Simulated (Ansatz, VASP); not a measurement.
# One calculation of GaMo2, two programs

```
Ga Mo
1.0
     4.55036    0.00000    0.00000
    -2.27518    3.94073    0.00000
     0.00000    0.00000    2.66024
Ga Mo
1 2
Cartesian
  0.0000 0.0000 0.0000
  0.0000 2.6272 1.3301
  2.2752 1.3136 1.3301
```

Alike in both runs: functional PBE; k mesh 12 × 12 × 18; occupations gaussian, width 0.1 eV; no spin polarisation.

Ansatz relaxed the structure, and its values are those at the end. VASP's run is a single point on that final structure, the one shown.

```csv
,VASP,Ansatz
version,VASP 6.6.1,Ansatz 0.2.0
potentials or method,"VASP PAW PBE potentials, release 64 (Ga_d, Mo_sv), cutoff 520 eV","scalar-relativistic, plane waves, PAW"
valence electrons in the cell,41,41
```

```tsv
	VASP	Ansatz	Ansatz less VASP
gap on the k mesh at the Fermi level (eV)	none	none	-
pressure (GPa)	0.5	0.0	-0.46
```

A gap of «none» marks a metal or a gap that the smearing closes.
